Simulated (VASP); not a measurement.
Here is a VASP 6.6.1 calculation.

Contents of INCAR:

```
ALGO = Normal
EDIFF = 1E-6
ENCUT = 520
GGA = PS
ISIF = 2
ISMEAR = 0
LASPH = T
LCHARG = F
LREAL = F
LWAVE = F
NBANDS = 51
NELM = 100
PREC = Accurate
SIGMA = 0.02
```

KPOINTS

```
k-points
0
Gamma
  6 6 6
```

POSCAR

```
BaZrO3
1.0
   -2.9485963813      2.9485963813      4.1901143166
    2.9485963813     -2.9485963813      4.1901143166
    2.9485963813      2.9485963813     -4.1901143166
Ba Zr O
2 2 6
Direct
    0.7500000000      0.2500000000      0.5000000000
    0.2500000000      0.7500000000      0.5000000000
    0.0000000000      0.0000000000      0.0000000000
    0.5000000000      0.5000000000      0.0000000000
    0.7500000000      0.7500000000      0.0000000000
    0.2500000000      0.2500000000      0.0000000000
    0.2260805078      0.7260805078      0.9521610157
    0.7739194922      0.2739194922      0.0478389843
    0.7260805078      0.7739194922      0.5000000000
    0.2739194922      0.2260805078      0.5000000000
```

Potentials or basis: VASP PAW PBE potentials, release 64 (Ba_sv, Zr_sv, O).

Command:

```bash
$ cat potpaw_PBE.64/Ba_sv/POTCAR potpaw_PBE.64/Zr_sv/POTCAR potpaw_PBE.64/O/POTCAR > POTCAR
$ mpirun -np 1 vasp_std > vasp.out
```

Q: Predict the pressure.

A: 1.2 GPa.

Q: What does it give for the largest force?

A: 0.036 eV/Å.

Q: Estimate the band gap on the k mesh.

A: 3.22 eV, indirect (the least direct gap lies 2.3 meV higher).

Forces on the atoms (eV/Å):
```
Ba   0.000  0.000  0.000
Ba   0.000  0.000  0.000
Zr   0.000  0.000  0.000
Zr   0.000  0.000  0.000
O    0.000  0.000  0.000
O    0.000  0.000  0.000
O    0.025  0.025  0.000
O   -0.025 -0.025  0.000
O   -0.025  0.025  0.000
O    0.025 -0.025  0.000
```

Caveat: the PAW data sets were made with another functional, which shifts forces and pressure a little; spin-orbit coupling is left out, which moves the levels of the heavy elements. A k mesh can miss the band edges.
